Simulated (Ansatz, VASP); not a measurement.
# One calculation of WC, two programs

```
W C
1.0
     2.90650    0.00000    0.00000
    -1.45325    2.51710    0.00000
     0.00000    0.00000    2.83660
W C
1 1
Direct
  0.00099 0.00280 0.00666
  0.66422 0.32066 0.50370
```

Change from the starting cell: atoms moved at random, drawn with an rms of 0.02 Å.

Alike in both runs: functional LDA; k mesh 7 × 7 × 7; occupations gaussian, width 0.05 eV; non-collinear spin, spin-orbit coupling; Hubbard terms W d U = 5.3 eV.

|  | VASP | Ansatz |
| --- | --- | --- |
| version | VASP 6.6.1 | Ansatz 0.2.0 |
| potentials or method | VASP PAW LDA potentials, release 64 (W_sv, C), cutoff 520 eV | all-electron LAPW, relativistic spinors |
| task | single point | density of states |

|  | VASP | Ansatz | Ansatz less VASP |
| --- | --- | --- | --- |
| pressure (GPa) | 6.2 | -7.3 | -13.48 |
| traceless stress, the component that is largest in VASP (GPa) | -1.38 | -0.16 | +1.215 |
| rms of the force components (eV/Å) | 0.382 | 0.360 | -0.0213 |

LDA's correlation is that of Perdew and Zunger in VASP and of Perdew and Wang (1992) in Ansatz. The programs project onto different local orbitals, so the same U acts differently, and such runs can settle in different states. Atom by atom the forces differ by 0.022 eV/Å (rms over components). Ansatz ran all-electron here, and VASP with PAW potentials.

Noted on Ansatz's run: the k mesh is thin for a metal, which can move the energy by tens of meV per atom; U is the effective U less J, on atomic orbitals that reach past the spheres.
